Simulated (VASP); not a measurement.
AlCu: single point with LDA

AlCu:

```
CELL_PARAMETERS angstrom
2.96018 0.00000 0.00000
0.00000 2.96018 0.00000
0.00000 0.00000 2.96018
ATOMIC_POSITIONS crystal
Al 0.00000 0.00000 0.00000
Cu 0.50000 0.50000 0.50000
```

```json
{"Program": "VASP 6.6.1", "Task": "single point", "Functional": "LDA", "Potentials or basis": "VASP PAW LDA potentials, release 64 (Al, Cu_sv_GW)", "Cutoff": "820 eV", "k mesh": "9 × 9 × 9", "Occupations": "fermi-dirac, width 0.1 eV", "Spin": "no spin polarisation"}
```

```
Pressure               : -4.8 GPa
Band gap on the k mesh : zero (bands 11 and 12 overlap by 4.44 eV)
```

Levels at points of the mesh, in eV from the Fermi level:
```
           k point  band 7  band 8  band 9  band 10  band 11  band 12  band 13  band 14  band 15  band 16
(0.00, 0.00, 0.00)   -5.04   -3.97   -3.97    -3.97     3.94     3.94     3.94     6.53     6.53    10.39
```

Run time: 34 s on 1 thread of Intel(R) Xeon(R) Platinum 8259CL CPU @ 2.50GHz (Skylake/Cascade Lake), on a shared host, peak memory 0.18 GiB.

Caveat: the cell stands under tension.
